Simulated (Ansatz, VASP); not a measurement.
# WSe2 in VASP and in Ansatz

```
CELL_PARAMETERS angstrom
3.29058 0.00000 0.00000
-1.64529 2.84972 0.00000
0.00000 0.00000 16.66031
ATOMIC_POSITIONS crystal
W 0.00000 0.00000 0.99691
Se 0.33333 0.66667 0.10353
Se 0.33333 0.66667 0.90367
```

Change from the starting cell: mode 9 frozen in at -0.060 Å, equal normal strain along x and y +0.0133.

Alike in both runs: task single point; functional LDA; k mesh 9 × 9 × 2; occupations gaussian, width 0.05 eV; no spin polarisation.

|  | VASP | Ansatz |
| --- | --- | --- |
| version | VASP 6.6.1 | Ansatz 0.2.0 |
| potentials or method | VASP PAW LDA potentials, release 64 (W_sv, Se), cutoff 500 eV | scalar-relativistic, plane waves, PAW |
| valence electrons in the cell | 26 | 46 |

VASP gave:

```
gap on the k mesh at the Fermi level (eV) : 1.61
least direct gap on the mesh (eV)         : 1.61
rms of the force components (eV/Å)        : 1.313
```

Q: Estimate Ansatz's values.

A: gap on the k mesh at the Fermi level (eV): 1.61; least direct gap on the mesh (eV): 1.61; rms of the force components (eV/Å): 1.299.

Ansatz warns that its potentials were made for another functional, while VASP's fit it. LDA's correlation is that of Perdew and Zunger in VASP and of Perdew and Wang (1992) in Ansatz. Atom by atom the forces differ by 0.049 eV/Å (rms over components). VASP's potentials hold 26 valence electrons a cell and Ansatz's 46, so a difference there can come from the potentials and not from the codes.

Neither program's run includes spin-orbit coupling.
